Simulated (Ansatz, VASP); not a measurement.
Ge in VASP and in Ansatz

```
CELL_PARAMETERS angstrom
0.00000 2.82877 2.77219
2.82877 0.00000 2.77219
2.82877 2.82877 0.00000
ATOMIC_POSITIONS crystal
Ge 0.50000 0.50000 0.50000
Ge 0.75000 0.75000 0.75000
```

Change from the starting cell: zz strain of -2 %, crystal datasets.

Alike in both runs: task electric field gradients; functional LDA; k mesh 10 × 10 × 10; occupations fermi-dirac, width 0.05 eV; no spin polarisation.

```csv
,VASP,Ansatz
version,VASP 6.6.1,Ansatz 0.2.0
potentials or method,"VASP PAW LDA potentials, release 64 (Ge_d), cutoff 520 eV","all-electron PAW with datasets made for the crystal, scalar-relativistic"
```

```csv
,VASP,Ansatz,Ansatz less VASP
pressure (GPa),0.2,0.1,-0.09
"traceless stress, the component that is largest in VASP (GPa)",0.96,0.96,-0.005
size of Vzz on the site where it differs most (V/Å²),1.0,1.1,+0.16
```

LDA's correlation is that of Perdew and Zunger in VASP and of Perdew and Wang (1992) in Ansatz. Ansatz ran all-electron here, and VASP with PAW potentials.
